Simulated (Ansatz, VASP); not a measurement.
## Two plane-wave programs on Pb

File POSCAR:

```
Pb
1.0
    0.0000000000      2.4774478200      2.4774478200
    2.4774478200      0.0000000000      2.4774478200
    2.4774478200      2.4774478200      0.0000000000
Pb
1
Direct
    0.0000000000      0.0000000000      0.0000000000
```

The input INCAR.step1:

```
PREC     = Accurate       # precision mode
ENCUT    = 550            # plane-wave cutoff, eV
ISMEAR   = -1             # smearing method
SIGMA    = 0.025          # smearing width, eV
LREAL    = False          # projectors in reciprocal space
LASPH    = True           # aspherical terms in the spheres
NELM     = 120            # most SCF steps
NBANDS   = 13             # bands
GGA      = PE             # functional
ALGO     = Normal         # electronic algorithm
EDIFF    = 1E-5           # SCF threshold, eV
LWAVE    = True           # write WAVECAR
LCHARG   = False          # write CHGCAR
GGA_COMPAT= False
```

Contents of INCAR.step2:

```
PREC     = Accurate       # precision mode
ENCUT    = 550            # plane-wave cutoff, eV
EDIFF    = 1E-6           # SCF threshold, eV
ISMEAR   = -1             # smearing method
SIGMA    = 0.025          # smearing width, eV
LREAL    = False          # projectors in reciprocal space
LASPH    = True           # aspherical terms in the spheres
NELM     = 120            # most SCF steps
ALGO     = Normal         # electronic algorithm
ISIF     = 2              # what is computed and relaxed
LWAVE    = False          # write WAVECAR
LCHARG   = False          # write CHGCAR
METAGGA  = R2SCAN         # meta-GGA
LMIXTAU  = True         
NBANDS   = 13             # bands
ISTART   = 1            
GGA_COMPAT= False
```

File KPOINTS:

```
regular mesh
0
Gamma
  6 6 6
```

Input for Ansatz:

```yaml
crystal:
  lattice:
    - [0.0, 2.47744782, 2.47744782]
    - [2.47744782, 0.0, 2.47744782]
    - [2.47744782, 2.47744782, 0.0]
  atoms:
    - { symbol: Pb, position: [0.0, 0.0, 0.0] }
  symmetry: { tolerance: 0.0003 }
kpoints:
  mp_grid: { grid: [6, 6, 6], shift: [0, 0, 0] }
magnetization:
  spin_polarized: false
scf:
  occupations: { method: fermi_dirac, width: 0.025 }
hamiltonian:
  pseudopotentials: { kind: paw }
  xc: r2scan
basis:
  ecutwfc: 500
  xc_grid: 3
output:
  forces: true
  stress: true
  eigenvalues: true
```

Alike in both runs: task single point; functional r2SCAN; k mesh 6 × 6 × 6; occupations fermi-dirac, width 0.025 eV; no spin polarisation.

|  | VASP | Ansatz |
| --- | --- | --- |
| version | VASP 6.6.1 | Ansatz 0.2.0 |
| potentials or method | VASP PAW PBE potentials, release 64 (Pb_d), cutoff 550 eV | PAW plane waves |
| valence electrons in the cell | 14 | 14 |

```tsv
	VASP	Ansatz	Ansatz less VASP
gap on the k mesh at the Fermi level (eV)	none	none	-
pressure (GPa)	2.0	2.0	0.00
```

VASP's potentials were made for PBE, not for r2SCAN. A gap of «none» marks a metal or a gap that the smearing closes.

The k mesh is coarse, so the values compare programs but aren't converged. Neither program's run includes spin-orbit coupling.
